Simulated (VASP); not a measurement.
Runs of VASP 6.6.1 on Ba. The structure is that of space group Im-3m (No. 229), or close to it. The cells are those of the table. 

| task | cell | cutoff (eV) | k mesh for the DOS | occupations for the DOS | gap on the mesh (eV) | pressure (GPa) |
| --- | --- | --- | --- | --- | --- | --- |
| single point | a = 4.216 Å, angles 109.5°, 1 atom | 520 | - | - | none | 0.1 |
| single point | a = 4.174 Å, angles 109.5°, 1 atom | 520 | - | - | none | 0.4 |
| single point | a = 4.299 Å, angles 109.5°, 1 atom | 520 | - | - | none | -0.4 |
| relaxation of cell and atoms | relaxed from a = 4.216 Å, angles 109.5°, 1 atom | 600 | - | - | none | 0.0 |
| single point | a = 4.258 Å, angles 109.5°, 1 atom | 520 | - | - | none | (a) |

Alike in all rows: level PBEsol; potentials or basis VASP PAW PBE potentials, release 64 (Ba_sv); no spin polarisation; k mesh 12 × 12 × 12; smearing gaussian 0.1 eV.

Task: Estimate the missing entries.

Result: (a) -0.1.

Caveats: the PAW data sets were made with another functional, which shifts forces and pressure a little; spin-orbit coupling is left out, which moves the levels of the heavy elements.

A k mesh can miss the band edges, and the runs leave out spin-orbit coupling on Ba.

A gap of «none» marks levels without a gap at the run's occupations.
